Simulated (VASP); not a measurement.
Set up this calculation in VASP 6.6.1, as the native input.

| Item | Value |
| --- | --- |
| Task | single point |
| Functional | PBEsol |
| Potentials or basis | VASP PAW PBE potentials, release 64 (Ru_pv, Nb_sv, C) |
| Cutoff | 520 eV |
| k mesh | 6 × 6 × 6 |
| Occupations | fermi-dirac, width 0.05 eV |
| Spin | no spin polarisation |
| Dipole correction | no |
| k mesh for the DOS | 9 × 9 × 9 |
| Occupations for the DOS | tetrahedron |
| Further INCAR settings | ALGO = Normal; EDIFF = 1e-06; NBANDS = 38 |

The system is NbRu3C.

```
Ru Nb C
1.0
     4.06514    0.00000    0.00000
     0.00000    4.06514    0.00000
     0.00000    0.00000    4.06514
Ru Nb C
3 1 1
Direct
  0.50000 0.50000 0.00000
  0.50000 0.00000 0.50000
  0.00000 0.50000 0.50000
  0.00000 0.00000 0.00000
  0.50000 0.50000 0.50000
```

One way to write it, as run:

POSCAR

```
NbRu3C
1.0
    4.0651380000      0.0000000000      0.0000000000
    0.0000000000      4.0651380000      0.0000000000
    0.0000000000      0.0000000000      4.0651380000
Ru Nb C
3 1 1
Direct
    0.5000000000      0.5000000000      0.0000000000
    0.5000000000      0.0000000000      0.5000000000
    0.0000000000      0.5000000000      0.5000000000
    0.0000000000      0.0000000000      0.0000000000
    0.5000000000      0.5000000000      0.5000000000
```

INCAR.step1

```
SYSTEM = NbRu3C
PREC = Accurate ; ENCUT = 520
EDIFF = 1E-6 ; ISMEAR = -1
SIGMA = 0.05 ; LREAL = .False.
LASPH = .True. ; NELM = 100
ALGO = Normal ; ISIF = 2
LWAVE = .False. ; LCHARG = .True.
LMAXMIX = 4 ; GGA = PS
NBANDS = 38
```

KPOINTS.step1

```
Automatic mesh
0
Gamma
  6 6 6
  0 0 0
```

INCAR.step2

```
SYSTEM = NbRu3C
PREC = Accurate ; ENCUT = 520
EDIFF = 1E-6 ; ISMEAR = -5
SIGMA = 0.05 ; LREAL = .False.
LASPH = .True. ; NELM = 100
ALGO = Normal ; ISIF = 2
LWAVE = .False. ; LCHARG = .False.
LMAXMIX = 4 ; GGA = PS
LORBIT = 11 ; NBANDS = 38
NEDOS = 2001 ; ICHARG = 11
```

KPOINTS.step2

```
Automatic mesh
0
Gamma
  9 9 9
  0 0 0
```

Potentials or basis: VASP PAW PBE potentials, release 64 (Ru_pv, Nb_sv, C).

Run with:

```sh
$ cat potpaw_PBE.64/Ru_pv/POTCAR potpaw_PBE.64/Nb_sv/POTCAR potpaw_PBE.64/C/POTCAR > POTCAR
$ cp INCAR.step1 INCAR
$ cp KPOINTS.step1 KPOINTS
$ mpirun -np 1 vasp_std > vasp.out
$ cp INCAR.step2 INCAR
$ cp KPOINTS.step2 KPOINTS
$ mpirun -np 1 vasp_std > vasp.out
```

It gave:

```
Valence electrons inside the program's atomic spheres : Ru 12.73; Nb 10.42; C 2.41
```

It took 100 s on 1 thread of Intel(R) Xeon(R) Platinum 8375C CPU @ 2.90GHz (Ice Lake), with other jobs on the host, peak memory 0.21 GiB.
